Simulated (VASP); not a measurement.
Runs of VASP 6.6.1 on WC. The structure is that of space group P-6m2 (No. 187), or close to it. The cells are those of the table. 

```csv
potentials or basis,cell,k mesh,cutoff (eV),smearing,second run,gap on the mesh (eV),pressure (GPa)
"VASP PAW PBE potentials, release 64 (W_sv, C)","a = 2.954, b = 2.954, c = 3.051 Å, angles 90.0, 90.0, 120.0°, 2 atoms",18 × 18 × 14,520,gaussian 0.1 eV,-,none,-36.9
"VASP PAW PBE potentials, release 64 (W_sv, C)","a = 2.898, b = 2.898, c = 2.828 Å, angles 90.0, 90.0, 120.0°, 2 atoms",12 × 12 × 12,520,gaussian 0.15 eV,-,none,1.4
"VASP PAW PBE potentials, release 64 (W_sv, C)","a = 2.898, b = 4.049, c = 2.828 Å, angles 134.3, 90.0, 111.0°, 2 atoms",13 × 9 × 18,520,gaussian 0.1 eV,-,none,1.3
"VASP PAW PBE potentials, release 64 (W_sv, C)","a = 2.828, b = 2.898, c = 2.898 Å, angles 120.0, 90.0, 90.0°, 2 atoms",12 × 12 × 14,520,gaussian 0.1 eV,-,none,1.4
"VASP PAW PBE potentials, release 64 (W_sv, C)","a = 2.748, b = 2.748, c = 2.850 Å, angles 90.0, 90.0, 120.0°, 2 atoms",18 × 18 × 14,520,gaussian 0.1 eV,-,none,49.9
"VASP PAW PBE potentials, release 64 (W_sv, C)","a = 2.898, b = 6.355, c = 2.828 Å, angles 152.9, 90.0, 103.2°, 2 atoms",12 × 6 × 29,520,gaussian 0.1 eV,-,none,1.3
"VASP PAW PBE potentials, release 64 (W_sv, C_h)","a = 2.898, b = 2.898, c = 2.828 Å, angles 90.0, 90.0, 120.0°, 2 atoms",12 × 12 × 12,910,gaussian 0.15 eV,hard_potentials,none,(a)
```

Alike in all rows: task single point; level PBEsol; no spin polarisation.

**Question.** Fill in the values left out.

**Answer.** (a) 1.2.

Caveats: some runs use coarse meshes; the PAW data sets were made with another functional, which shifts forces and pressure a little; spin-orbit coupling is left out, which moves the levels of the heavy elements; the cutoff is under 1.25 times the usual one of these potentials, so pressure, stress and relaxed cells hold a basis-set (Pulay) error (some runs).

A k mesh can miss the band edges, and the runs leave out spin-orbit coupling on W.

A gap of «none» marks levels without a gap at the run's occupations.
